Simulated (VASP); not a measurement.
Input of a VASP 6.6.1 run:

Contents of INCAR:

```
SYSTEM = W
ALGO = Normal
EDIFF = 1E-7
ENCUT = 520
GGA = PS
ISIF = 2
ISMEAR = 0
LASPH = .TRUE.
LCHARG = .FALSE.
LREAL = .FALSE.
LWAVE = .FALSE.
NBANDS = 13
NELM = 100
PREC = Accurate
SIGMA = 0.15
```

File KPOINTS:

```
k-points
0
G
  20 20 20
  0 0 0
```

The input POSCAR:

```
W
1.0
   -1.4695160000      1.4695160000      1.5334080000
    1.4695160000     -1.4695160000      1.5334080000
    1.4695160000      1.4695160000     -1.5334080000
W
1
Direct
    0.0000000000      0.0000000000      0.0000000000
```

Potentials or basis: VASP PAW PBE potentials, release 64 (W_sv).

Run with:

```bash
$ cat potpaw_PBE.64/W_sv/POTCAR > POTCAR
$ mpirun -np 1 vasp_std > vasp.out
```

Question: What does it give for the band gap on the k mesh?

Answer: Zero (bands 7 and 8 overlap by 7.71 eV).

Question: Predict the pressure.

Answer: 79.6 GPa.

Stress tensor (GPa, compression positive):
```
86.46  0.00  0.00
 0.00 86.46  0.00
 0.00  0.00 65.97
```

Caveat: the cell differs from its parent crystal (strain -0.080 along x and y, -0.040 along z); the stress differs along the axes, from 66 to 86 GPa; the PAW data sets were made with another functional, which shifts forces and pressure a little; spin-orbit coupling is left out, which moves the levels of the heavy elements.
